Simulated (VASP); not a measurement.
Au: single point with PBE

Au, a slab with vacuum:

```
Au
1.0
     8.16000    0.00000    0.00000
     0.00000    5.76999    0.00000
     0.00000    0.00000   17.32749
Au
16
Direct
  0.25000 0.25000 0.05771
  0.75000 0.25000 0.05771
  0.25000 0.75000 0.05771
  0.75000 0.75000 0.05771
  0.02021 0.04371 0.15786
  0.49029 0.01017 0.13700
  0.99647 0.52227 0.15534
  0.50360 0.48317 0.14434
  0.23142 0.34563 0.27554
  0.75158 0.33239 0.23981
  0.23745 0.82177 0.26392
  0.76575 0.82957 0.22905
  0.96839 0.05272 0.34488
  0.52272 0.12307 0.31125
  0.98248 0.56293 0.33958
  0.51971 0.58413 0.31457
```

```yaml
Program: VASP 6.6.1
Task: single point
Functional: PBE
Potentials_or_basis: VASP PAW PBE potentials, release 64 (Au)
Cutoff: 520 eV
k_mesh: 2 × 2 × 1
Occupations: fermi-dirac, width 0.05 eV
Spin: no spin polarisation
```

| Quantity | Value |
| --- | --- |
| Largest force | 2.298 eV/Å |
| Band gap on the k mesh | zero (bands 88 and 89 overlap by 0.18 eV) |

Forces on the atoms (eV/Å):
```
Au  -0.180  0.289  0.249
Au   0.167 -0.093  0.290
Au  -0.105 -0.169  0.623
Au   0.038  0.074  0.361
Au   0.251 -0.142 -0.589
Au   0.122 -0.761  0.111
Au   0.684  0.461 -0.822
Au  -0.534  0.747 -0.477
Au   0.280 -0.916 -0.399
Au   1.543  0.032 -0.307
Au   0.320  0.678 -0.046
Au  -0.474 -0.051  0.510
Au   0.075  0.258 -0.292
Au  -1.133 -1.953  0.426
Au  -0.721  0.260  0.320
Au  -0.333  1.287  0.042
```

Levels at points of the mesh, in eV from the Fermi level:
| k point | band 83 | band 84 | band 85 | band 86 | band 87 | band 88 | band 89 | band 90 | band 91 | band 92 |
| --- | --- | --- | --- | --- | --- | --- | --- | --- | --- | --- |
| (0.00, 0.00, 0.00) | -1.80 | -1.77 | -1.24 | -1.20 | -0.98 | 0.09 | 0.24 | 0.88 | 1.07 | 1.15 |
| (0.50, 0.00, 0.00) | -1.85 | -1.82 | -0.64 | -0.40 | -0.10 | 0.01 | 0.35 | 0.39 | 0.56 | 0.58 |
| (0.00, 0.50, 0.00) | -1.86 | -1.84 | -1.42 | -1.35 | -1.30 | -1.14 | -0.08 | 0.01 | 0.07 | 0.16 |
| (0.50, 0.50, 0.00) | -2.16 | -2.04 | -1.68 | -1.60 | -1.52 | -1.38 | 0.49 | 0.50 | 0.98 | 1.08 |

It took 7.9 min on 1 thread of Intel(R) Xeon(R) 6975P-C (Granite Rapids), on a shared host, peak memory 0.86 GiB.

Caveat: the k points lie up to 0.54 Å⁻¹ apart; spin-orbit coupling is left out, which moves the levels of the heavy elements.
